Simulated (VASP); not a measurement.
# SiC5 (P3m1) in VASP: notebook

SiC5 is run at these levels: PBE0, r2SCAN; tasks: single point, relaxation of cell and atoms.

Program: VASP 6.6.1. These are calculated values, not measurements. Logs are shortened: lines on timing, memory, paths and dates and some standing lists are left out, and cuts for length are marked.

**1. The cell of the first run**

Symmetry: P3m1, No. 156, trigonal system. The conventional cell has a = 2.725 Å, b = 2.725 Å, c = 6.745 Å, α = 90.00°, β = 90.00°, γ = 120.00°. Within 2.2 Å of C (site symmetry 3m) lie 3 C at 1.65 Å and 1 Si at 1.90 Å. Within 2.0 Å of C (site symmetry 3m) lie 4 C at 1.53 to 1.66 Å. Within 2.0 Å of C (site symmetry 3m) lie 1 C at 1.53 Å and 3 Si at 1.75 Å. Within 2.0 Å of C (site symmetry 3m) lie 4 C at 1.53 to 1.65 Å. Within 2.0 Å of C (site symmetry 3m) lie 4 C at 1.53 to 1.66 Å. Si (site symmetry 3m) has 4 C at 1.75 to 1.90 Å within 2.3 Å.

**2. Single point, PBE0**

File POSCAR:

```
SiC5
1.0
    2.7247316106      0.0000000000      0.0000000000
   -1.3623658053      2.3596867933      0.0000000000
    0.0000000000      0.0000000000      6.7451242954
C Si
5 1
Direct
    0.0000000000      0.0000000000     -0.0279056414
    0.6666666667      0.3333333333      0.6696754898
    0.3333333333      0.6666666667      0.3656408691
    0.6666666667      0.3333333333      0.8962861265
    0.3333333333      0.6666666667      0.5929510710
    0.0000000000      0.0000000000      0.2533520851
```

File INCAR.step1:

```
SYSTEM = SiC5
ALGO     = Normal         ! electronic algorithm
EDIFF    = 1E-5           ! SCF threshold, eV
ENCUT    = 520            ! plane-wave cutoff, eV
GGA      = PE             ! functional
GGA_COMPAT= .FALSE.      
ISIF     = 2              ! what is computed and relaxed
ISMEAR   = 0              ! smearing method
LASPH    = .TRUE.         ! aspherical terms in the spheres
LCHARG   = .FALSE.        ! write CHGCAR
LREAL    = .FALSE.        ! projectors in reciprocal space
LWAVE    = .TRUE.         ! write WAVECAR
NBANDS   = 21             ! bands
NELM     = 120            ! most SCF steps
PREC     = Accurate       ! precision mode
SIGMA    = 0.01           ! smearing width, eV
```

File INCAR.step2:

```
SYSTEM = SiC5
AEXX     = 0.25           ! exact-exchange fraction
ALGO     = Normal         ! electronic algorithm
EDIFF    = 1E-6           ! SCF threshold, eV
ENCUT    = 520            ! plane-wave cutoff, eV
GGA      = PE             ! functional
GGA_COMPAT= .FALSE.      
ISIF     = 2              ! what is computed and relaxed
ISMEAR   = 0              ! smearing method
ISTART   = 1            
LASPH    = .TRUE.         ! aspherical terms in the spheres
LCHARG   = .FALSE.        ! write CHGCAR
LHFCALC  = .TRUE.         ! exact exchange
LREAL    = .FALSE.        ! projectors in reciprocal space
LWAVE    = .FALSE.        ! write WAVECAR
NBANDS   = 21             ! bands
NELM     = 120            ! most SCF steps
PREC     = Accurate       ! precision mode
PRECFOCK = Normal       
SIGMA    = 0.01           ! smearing width, eV
```

File KPOINTS:

```
k-points
0
G
  6 6 2
  0 0 0
```

Potentials or basis: VASP PAW PBE potentials, release 64 (C, Si).

Launch:

```
cat potpaw_PBE.64/C/POTCAR potpaw_PBE.64/Si/POTCAR > POTCAR
cp INCAR.step1 INCAR
mpirun -np 1 vasp_std > vasp.out
cp INCAR.step2 INCAR
mpirun -np 1 vasp_std > vasp.out
```

OUTCAR:

```text
SYSTEM = SiC5
   AEXX = 0.25
   EDIFF = 1E-6
   ENCUT = 520
   GGA = PE
   ISIF = 2
   ISMEAR = 0
   ISTART = 1
   LASPH = .TRUE.
   LHFCALC = .TRUE.
   LREAL = .FALSE.
   NELM = 120
   PREC = Accurate
   PRECFOCK = Normal

 ion  position               nearest neighbor table
   1  0.000  0.000  0.972-   4 1.65   4 1.65   4 1.65   6 1.90
   2  0.667  0.333  0.670-   4 1.53   5 1.66   5 1.66   5 1.66
   3  0.333  0.667  0.366-   5 1.53   6 1.75   6 1.75   6 1.75
   4  0.667  0.333  0.896-   2 1.53   1 1.65   1 1.65   1 1.65
   5  0.333  0.667  0.593-   3 1.53   2 1.66   2 1.66   2 1.66
   6  0.000  0.000  0.253-   3 1.75   3 1.75   3 1.75   1 1.90

  LATTYP: Found a hexagonal cell.
 ALAT       =     2.7247316106
 C/A-ratio  =     2.4755187884

  Lattice vectors:

 A1 = (   2.7247316106,   0.0000000000,   0.0000000000)
 A2 = (  -1.3623658053,   2.3596867933,   0.0000000000)
 A3 = (   0.0000000000,   0.0000000000,   6.7451242954)

Analysis of symmetry for initial positions (statically):
=====================================================================
 Subroutine PRICEL returns:
 Original cell was already a primitive cell.

 Routine SETGRP: Setting up the symmetry group for a
 hexagonal supercell.

 Subroutine GETGRP returns: Found  6 space group operations
 (whereof  6 operations were pure point group operations)
 out of a pool of 24 trial point group operations.

The static configuration has the point symmetry C_3v.

Analysis of symmetry for dynamics (positions and initial velocities):
=====================================================================
 Subroutine PRICEL returns:
 Original cell was already a primitive cell.

 Routine SETGRP: Setting up the symmetry group for a
 hexagonal supercell.

 Subroutine GETGRP returns: Found  6 space group operations
 (whereof  6 operations were pure point group operations)
 out of a pool of 24 trial point group operations.

The dynamic configuration has the point symmetry C_3v.

 Subroutine INISYM returns: Found  6 space group operations
 (whereof  6 operations are pure point group operations),
 and found     1 'primitive' translations

----------------------------------------------------------------------------------------

                                     Primitive cell

  volume of cell :      43.3679

  direct lattice vectors                    reciprocal lattice vectors
     2.724731611  0.000000000  0.000000000     0.367008624  0.211892528  0.000000000
    -1.362365805  2.359686793  0.000000000     0.000000000  0.423785056  0.000000000
     0.000000000  0.000000000  6.745124295     0.000000000  0.000000000  0.148255237

  length of vectors
     2.724731611  2.724731611  6.745124295     0.423785056  0.423785056  0.148255237

  position of ions in fractional coordinates (direct lattice)
     0.000000000  0.000000000  0.972094359
     0.666666667  0.333333333  0.669675490
     0.333333333  0.666666667  0.365640869
     0.666666667  0.333333333  0.896286127
     0.333333333  0.666666667  0.592951071
     0.000000000  0.000000000  0.253352085

  ion indices of the primitive-cell ions
   primitive index   ion index
                 1           1
                 2           2
                 3           3
                 4           4
                 5           5
                 6           6

----------------------------------------------------------------------------------------

 KPOINTS: k-points

Automatic generation of k-mesh.
 Grid dimensions read from file:
 generate k-points for:    6    6    2

 Generating k-lattice:

  Cartesian coordinates                     Fractional coordinates (reciprocal lattice)
     0.061168104  0.035315421  0.000000000     0.166666667  0.000000000  0.000000000
     0.000000000  0.070630843  0.000000000     0.000000000  0.166666667  0.000000000
     0.000000000  0.000000000  0.074127618     0.000000000  0.000000000  0.500000000

  Length of vectors
     0.070630843  0.070630843  0.074127618

  Shift w.r.t. Gamma in fractional coordinates (k-lattice)
     0.000000000  0.000000000  0.000000000

 Subroutine IBZKPT returns following result:
 ===========================================

 Found     14 irreducible k-points:

 Following reciprocal coordinates:
            Coordinates               Weight
  0.000000  0.000000  0.000000      1.000000
  0.166667  0.000000  0.000000      6.000000
  0.333333 -0.000000  0.000000      6.000000
  0.500000  0.000000  0.000000      3.000000
  0.166667  0.166667  0.000000      6.000000
  0.333333  0.166667  0.000000     12.000000
  0.333333  0.333333  0.000000      2.000000
  0.000000  0.000000  0.500000      1.000000
  0.166667  0.000000  0.500000      6.000000
  0.333333 -0.000000  0.500000      6.000000
  0.500000  0.000000  0.500000      3.000000
  0.166667  0.166667  0.500000      6.000000
  0.333333  0.166667  0.500000     12.000000
  0.333333  0.333333  0.500000      2.000000
   k-points           NKPTS =     14   k-points in BZ     NKDIM =     72   number of bands    NBANDS=     21
   number of dos      NEDOS =    301   number of ions     NIONS =      6
   total plane-waves  NPLWV =  20000
   dimension x,y,z NGX =    20 NGY =   20 NGZ =   50
   dimension x,y,z NGXF=    40 NGYF=   40 NGZF=  100
   ions per type =               5   1
   NGX,Y,Z   is equivalent  to a cutoff of  12.20, 12.20, 12.32 a.u.
   NGXF,Y,Z  is equivalent  to a cutoff of  24.41, 24.41, 24.65 a.u.
 SYSTEM =  SiC5
   PREC   = accura    normal or accurate (medium, high low for compatibility)
   ISTART =      1    job   : 0-new  1-cont  2-samecut
   ICHARG =      0    charge: 1-file 2-atom 10-const
   ISPIN  =      1    spin polarized calculation?
   LNONCOLLINEAR =      F non collinear calculations
   LSORBIT =      F    spin-orbit coupling
   LASPH  =      T    aspherical Exc in radial PAW
   ENCUT  =  520.0 eV  38.22 Ry    6.18 a.u.   5.07  5.07 12.54*2*pi/ulx,y,z
   NELM   =    120;   NELMIN=  2; NELMDL=  0     # of ELM steps
   EDIFF  = 0.1E-05   stopping-criterion for ELM
   LREAL  =      F    real-space projection
   EDIFFG = 0.1E-04   stopping-criterion for IOM
   NSW    =      0    number of steps for IOM
   IBRION =     -1    ionic relax: 0-MD 1-quasi-New 2-CG
   NFREE  =      0    steps in history (QN), initial steepest desc. (CG)
   ISIF   =      2    stress and relaxation
   ISYM   =      3    0-nonsym 1-usesym 2-fastsym
   POTIM  = 0.5000    time-step for ionic-motion
   TEBEG  =    0.0;   TEEND  =   0.0 temperature during run
   PSTRESS=    0.0 pullay stress
   NELECT =      24.0000    total number of electrons
   NUPDOWN=      -1.0000    fix difference up-down
   EMIN   =  10.00;   EMAX   =-10.00  energy-range for DOS
   EFERMI =   0.00;   METHOD = LEGACY
   ISMEAR =     0;   SIGMA  =   0.01  broadening in eV -4-tet -1-fermi 0-gaus
   EFERMI_NEDOS =   21; number of points for ismear=-14 and -15
   IALGO  =     38    algorithm
   IMIX   =      1    mixing-type and parameters
     AMIX     =   0.40;   BMIX     =  1.00
     AMIX_MAG =   1.60;   BMIX_MAG =  1.00
  volume/ion in A,a.u.               =       7.23        48.78
  Fermi-wavevector in a.u.,A,eV,Ry     =   1.344072  2.539928 24.579330  1.806530
  Thomas-Fermi vector in A             =   2.472095
   LORBIT       =      0    0 simple, 1 ext, 2 COOP (PROOUT), +10 PAW based schemes
   GGA     = PE    functional components
   LHFCALC =     T    Hartree Fock is set to
   PRECFOCK=normal    Normal, Fast or Accurate (Low or Medium for compatibility)
   ENCUT4O =  -1.0   cutoff for four orbital integrals eV
   NKREDX  =     1    reduce k-point grid by
   NKREDY  =     1    reduce k-point grid by
   NKREDZ  =     1    reduce k-point grid by
   AEXX    =    0.2500 exact exchange contribution
   HFSCREEN=    0.0000 screening length (either q_TF or 0.3 A-1)
   HFSCREENC=   0.0000 screening length for correlation (either q_TF or 0.3 A-1)
   ENCUTFOCK=  -1.0 apply spherical cutoff to Coloumb kernel
   IVDW    =     0    specifies the selected vdW correction
   LEPSILON=     F    determine dielectric tensor
   LRPA    =     F    only Hartree local field effects (RPA)
 non-spin polarized calculation
 Gauss-broadening in eV      SIGMA  =   0.01
  energy-cutoff  :      520.00
  volume of cell :       43.37
 maximum number of plane-waves:      1189
  NGX = 16; NGY = 16; NGZ = 40

 number of electron      24.0000001 magnetization

 Free energy of the ion-electron system (eV)
  ---------------------------------------------------
  ext. energy  EPLUGINS =         0.00000000
  ---------------------------------------------------
  free energy    TOTEN  =       -59.64589171 eV

  energy without entropy =      -59.64589171  energy(sigma->0) =      -59.64589171

 E-fermi :   9.0706     XC(G=0):  -9.7579

 val. band max:        8.9405602460   @ k =   0.0000   0.0000   0.0000
 cond. band min:      12.0275169128   @ k =   0.5000   0.0000   0.0000
 fundamental gap:      3.0869566668
 Fermi energy:         9.0706295730

 k-point     1 :       0.0000    0.0000    0.0000
  band No.  band energies     occupation
      1     -13.1024      2.00000
      2     -10.4316      2.00000
      3      -9.2448      2.00000
      4      -1.9091      2.00000
      5      -0.3828      2.00000
      6       5.0917      2.00000
[... 13 lines left out ...]
     20      20.2217      0.00000
     21      20.6555      0.00000

 k-point     2 :       0.1667    0.0000    0.0000
  band No.  band energies     occupation
      1     -12.4734      2.00000
      2      -9.8320      2.00000
      3      -8.5959      2.00000
      4      -1.5729      2.00000
      5       0.0400      2.00000
      6       2.4171      2.00000
[... 13 lines left out ...]
     20      19.2891      0.00000
     21      21.1687      0.00000
[... 247 lines left out ...]
      5      -2.6336      2.00000
      6      -0.2600      2.00000
[... 13 lines left out ...]
     20      21.4653      0.00000
     21      21.9224      0.00000

 k-point    14 :       0.3333    0.3333    0.5000
  band No.  band energies     occupation
      1      -7.1315      2.00000
      2      -6.6334      2.00000
      3      -5.1355      2.00000
      4      -3.3454      2.00000
      5      -3.3017      2.00000
      6      -1.6703      2.00000
[... 13 lines left out ...]
     20      21.4948      0.00000
     21      21.5259      0.00000

------------------------ aborting loop because EDIFF is reached ----------------------------------------

  FORCE on cell =-STRESS in cart. coord.  units (eV):
  Direction    XX          YY          ZZ          XY          YZ          ZX
  --------------------------------------------------------------------------------------
  -------------------------------------------------------------------------------------
  Total       -1.2183529     -1.2183529     -1.0142143      0.0000000      0.0000000      0.0000000
  in kB      -45.0106855    -45.0106855    -37.4690123      0.0000000      0.0000000      0.0000000
  external PRESSURE =     -42.4967945 kB  Pullay stress =       0.0000000 kB

 VOLUME and BASIS-vectors are now :
 -----------------------------------------------------------------------------
  energy-cutoff  :      520.00
  volume of cell :       43.37
      direct lattice vectors                 reciprocal lattice vectors
     2.724731611  0.000000000  0.000000000     0.367008624  0.211892528  0.000000000
    -1.362365805  2.359686793  0.000000000     0.000000000  0.423785056  0.000000000
     0.000000000  0.000000000  6.745124295     0.000000000  0.000000000  0.148255237

 POSITION                                       TOTAL-FORCE (eV/Angst)
 -----------------------------------------------------------------------------------
      0.00000      0.00000      6.55690        -0.000000      0.000000     -0.218371
      1.36237      0.78656      4.51704         0.000000      0.000000     -0.150826
     -0.00000      1.57312      2.46629        -0.000000      0.000000      0.104366
      1.36237      0.78656      6.04556         0.000000      0.000000      0.173903
     -0.00000      1.57312      3.99953        -0.000000     -0.000000      0.096256
      0.00000      0.00000      1.70889         0.000000     -0.000000     -0.005329
 -----------------------------------------------------------------------------------
    total drift:                                0.000003     -0.000002     -0.000157

  FREE ENERGIE OF THE ION-ELECTRON SYSTEM (eV)
  ---------------------------------------------------
  free  energy   TOTEN  =       -59.6458917073 eV

  energy  without entropy=      -59.6458917073  energy(sigma->0) =      -59.64589171
```

Run time: 25 min. Hardware: 1 thread of Intel Xeon 6975P-C (Granite Rapids), shared host; peak memory 0.15 GiB.

What came out:

- Free energy: -59.6459 eV
- Pressure: -4.2 GPa
- Largest force: 0.218 eV/Å
- Band gap on the k mesh: 3.09 eV (least direct gap 5.55 eV)

Forces in eV/Å, atoms in the order of the input:
```
C    0.000  0.000 -0.218
C    0.000  0.000 -0.151
C    0.000  0.000  0.104
C    0.000  0.000  0.174
C    0.000  0.000  0.096
Si   0.000  0.000 -0.005
```

Caveat: the k points lie up to 0.47 Å⁻¹ apart; the PAW data sets were made with another functional, which shifts forces and pressure a little. A k mesh can miss the band edges.

**3. Relaxation of cell and atoms, r2SCAN**

This run uses another cell than the first one, of 7.30 Å³/atom.

File POSCAR:

```
SiC5
1.0
    2.7309831255      0.0000000000      0.0000000000
   -1.3654915628      2.3651007640      0.0000000000
    0.0000000000      0.0000000000      6.7788859073
C Si
5 1
Direct
    0.0000000000      0.0000000000     -0.0289241745
    0.6666666667      0.3333333333      0.6696648745
    0.3333333333      0.6666666667      0.3671593847
    0.6666666667      0.3333333333      0.8960576160
    0.3333333333      0.6666666667      0.5932959697
    0.0000000000      0.0000000000      0.2527463297
```

File INCAR.step1:

```
SYSTEM = SiC5
  ALGO = Normal
  EDIFF = 1E-5
  EDIFFG = -0.005
  ENCUT = 660
  GGA = PE
  GGA_COMPAT = .False.
  IBRION = 2
  ISIF = 3
  ISMEAR = -1
  LASPH = .True.
  LCHARG = .False.
  LREAL = .False.
  LWAVE = .True.
  NELM = 120
  NELMIN = 4
  NSW = 100
  PREC = Accurate
  SIGMA = 0.02
```

File INCAR.step2:

```
SYSTEM = SiC5
  ALGO = Normal
  EDIFF = 1E-7
  EDIFFG = -0.005
  ENCUT = 660
  GGA_COMPAT = .False.
  IBRION = 2
  ISIF = 3
  ISMEAR = -1
  ISTART = 1
  LASPH = .True.
  LCHARG = .False.
  LMIXTAU = .True.
  LREAL = .False.
  LWAVE = .False.
  METAGGA = R2SCAN
  NELM = 120
  NELMIN = 4
  NSW = 80
  PREC = Accurate
  SIGMA = 0.02
```

File KPOINTS:

```
k-points
0
Gamma
  12 12 4
  0 0 0
```

Potentials or basis: VASP PAW PBE potentials, release 64 (C, Si).

Launch:

```
cat potpaw_PBE.64/C/POTCAR potpaw_PBE.64/Si/POTCAR > POTCAR
cp INCAR.step1 INCAR
mpirun -np 1 vasp_std > vasp.out
cp INCAR.step2 INCAR
mpirun -np 1 vasp_std > vasp.out
```

It took 23 min on 1 thread of Intel Xeon 6975P-C (Granite Rapids), shared host; peak memory 0.22 GiB.

The run converged. Its results:

| Item | Value |
| --- | --- |
| Free energy | -55.6546 eV |
| Relaxed volume | 7.22 Å³/atom |
| Relaxed cell | a = 2.725 Å, b = 2.725 Å, c = 6.741 Å, α = 90.00°, β = 90.00°, γ = 120.00° |
| Space group after relaxing (to 0.1 Å) | P3m1 (No. 156) |
| Energy gained by relaxing | 1.8 meV/atom |
| Ionic steps | 9 |
| Pressure after relaxing | 0.0 GPa |
| Band gap on the k mesh | 1.70 eV (least direct gap 3.75 eV) |

The path:
| step | energy change (eV) | largest force (eV/Å) | pressure (GPa) | volume (Å³) |
| --- | --- | --- | --- | --- |
| 1 | 0.0000 | 0.5436 | -3.75 | 43.79 |
| 2 | 0.0188 | 1.0128 | 6.17 | 42.71 |
| 3 | -0.0099 | 0.1638 | -0.22 | 43.38 |
| 4 | -0.0106 | 0.1332 | 0.53 | 43.27 |
| 5 | -0.0109 | 0.0630 | 0.26 | 43.31 |
| 6 | -0.0111 | 0.0266 | -0.02 | 43.35 |
| 7 | -0.0111 | 0.0130 | 0.05 | 43.34 |
| 8 | -0.0111 | 0.0150 | -0.05 | 43.35 |
| 9 | -0.0111 | 0.0017 | 0.01 | 43.35 |

Final structure:
```yaml
crystal:
  lattice:
    - [2.72486, 0.00000, 0.00000]
    - [-1.36243, 2.35980, 0.00000]
    - [0.00000, 0.00000, 6.74101]
  atoms:
    - { symbol: C, position: [0.00000, 0.00000, 0.97237] }
    - { symbol: C, position: [0.66667, 0.33333, 0.66960] }
    - { symbol: C, position: [0.33333, 0.66667, 0.36528] }
    - { symbol: C, position: [0.66667, 0.33333, 0.89651] }
    - { symbol: C, position: [0.33333, 0.66667, 0.59284] }
    - { symbol: Si, position: [0.00000, 0.00000, 0.25342] }
```

Levels at points of the mesh, in eV from the valence-band top:
| k point | band 8 | band 9 | band 10 | band 11 | band 12 | band 13 | band 14 | band 15 | band 16 |
| --- | --- | --- | --- | --- | --- | --- | --- | --- | --- |
| (0.00, 0.00, 0.00) | -2.36 | -2.36 | -1.35 | 0.00 | 0.00 | 4.56 | 4.68 | 4.68 | 4.85 |
| (0.50, 0.00, 0.00) | -6.60 | -5.67 | -4.69 | -4.66 | -2.36 | 1.70 | 3.20 | 5.06 | 5.72 |
| (0.00, 0.00, 0.50) | -3.71 | -2.28 | -2.28 | -0.15 | -0.15 | 4.68 | 5.02 | 5.02 | 5.31 |
| (0.50, 0.00, 0.50) | -7.30 | -6.51 | -4.95 | -3.28 | -2.03 | 2.75 | 3.48 | 4.15 | 6.82 |

Caveat: the PAW data sets were made with another functional, which shifts forces and pressure a little. A k mesh can miss the band edges.
